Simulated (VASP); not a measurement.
Wanted: the native input for a VASP 6.6.1 run.

| Quantity | Value |
| --- | --- |
| Task | single point |
| Functional | r2SCAN |
| Potentials or basis | VASP PAW PBE potentials, release 64 (Al, N) |
| Cutoff | 520 eV |
| k mesh | 8 × 8 × 4 |
| Occupations | gaussian, width 0.01 eV |
| Spin | no spin polarisation |
| Dipole correction | no |
| Further INCAR settings | ALGO = Normal; EDIFF = 1e-06; NBANDS = 16 |

Crystal: AlN.

```
CELL_PARAMETERS angstrom
3.12223 0.00000 0.00000
-1.56111 2.70393 0.00000
0.00000 0.00000 4.96447
ATOMIC_POSITIONS crystal
Al 0.33333 0.66667 0.99853
Al 0.66667 0.33333 0.49853
N 0.33333 0.66667 0.38147
N 0.66667 0.33333 0.88147
```

This cell differs from its parent crystal: in-plane strain +0.005, then relaxed in part.

These files were run (other wordings do the same):

POSCAR

```
AlN
1.0
    3.1222291415      0.0000000000      0.0000000000
   -1.5611145708      2.7039297530      0.0000000000
    0.0000000000      0.0000000000      4.9644728457
Al N
2 2
Direct
    0.3333333333      0.6666666667     -0.0014696774
    0.6666666667      0.3333333333      0.4985303226
    0.3333333333      0.6666666667      0.3814696774
    0.6666666667      0.3333333333      0.8814696774
```

INCAR.step1

```
PREC = Accurate
ENCUT = 520
ISMEAR = 0
SIGMA = 0.01
LREAL = False
LASPH = True
NELM = 80
NBANDS = 16
GGA = PE
ALGO = Normal
EDIFF = 1E-4
LWAVE = True
LCHARG = False
```

INCAR.step2

```
PREC = Accurate
ENCUT = 520
EDIFF = 1E-6
ISMEAR = 0
SIGMA = 0.01
LREAL = False
LASPH = True
NELM = 80
ALGO = Normal
ISIF = 2
LWAVE = False
LCHARG = False
METAGGA = R2SCAN
LMIXTAU = True
NBANDS = 16
ISTART = 1
```

KPOINTS

```
regular mesh
0
Gamma
  8 8 4
```

Potentials or basis: VASP PAW PBE potentials, release 64 (Al, N).

The run is started by

```sh
$ cat potpaw_PBE.64/Al/POTCAR potpaw_PBE.64/N/POTCAR > POTCAR
$ cp INCAR.step1 INCAR
$ mpirun -np 1 vasp_std > vasp.out
$ cp INCAR.step2 INCAR
$ mpirun -np 1 vasp_std > vasp.out
```

Results of the run:

```
Pressure               : -2.0 GPa
Largest force          : 0.004 eV/Å
Band gap on the k mesh : 4.81 eV, direct
```

Caveat: the cell differs from its parent crystal (in-plane strain +0.005, then relaxed in part); the PAW data sets were made with another functional, which shifts forces and pressure a little.

Wall time 79 s on 1 thread of Intel(R) Xeon(R) Platinum 8488C (Sapphire Rapids), with other jobs on the host, peak memory 0.16 GiB.
